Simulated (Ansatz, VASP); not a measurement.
# Ga: VASP beside Ansatz

```xyz
3
Lattice="3.9203 0.0000 0.0000 0.0000 3.9203 0.0000 0.0000 0.0000 3.9203" Properties=species:S:1:pos:R:3 pbc="T T T"
Ga    0.0000    1.9601    1.9601
Ga    1.9601    0.0000    1.9601
Ga    1.9601    1.9601    0.0000
```

Alike in both runs: task relaxation of cell and atoms; functional PBE; k mesh 4 × 4 × 4; occupations gaussian, width 0.1 eV; no spin polarisation.

|  | VASP | Ansatz |
| --- | --- | --- |
| version | VASP 6.6.1 | Ansatz 0.2.0 |
| potentials or method | VASP PAW PBE potentials, release 64 (Ga_d), cutoff 600 eV | scalar-relativistic, plane waves, PAW |
| valence electrons in the cell | 39 | 39 |

|  | VASP | Ansatz | Ansatz less VASP |
| --- | --- | --- | --- |
| gap on the k mesh at the Fermi level, each at its own relaxed structure (eV) | none | none | - |
| relaxed volume (Å³/atom) | 20.43 | 20.43 | 0.000 |
| relaxed cell length with the largest relative difference (Å) | 3.942 | 3.942 | 0.0000 |

A gap of «none» marks a metal or a gap that the smearing closes.

The k mesh is coarse, so the values compare programs but aren't converged.
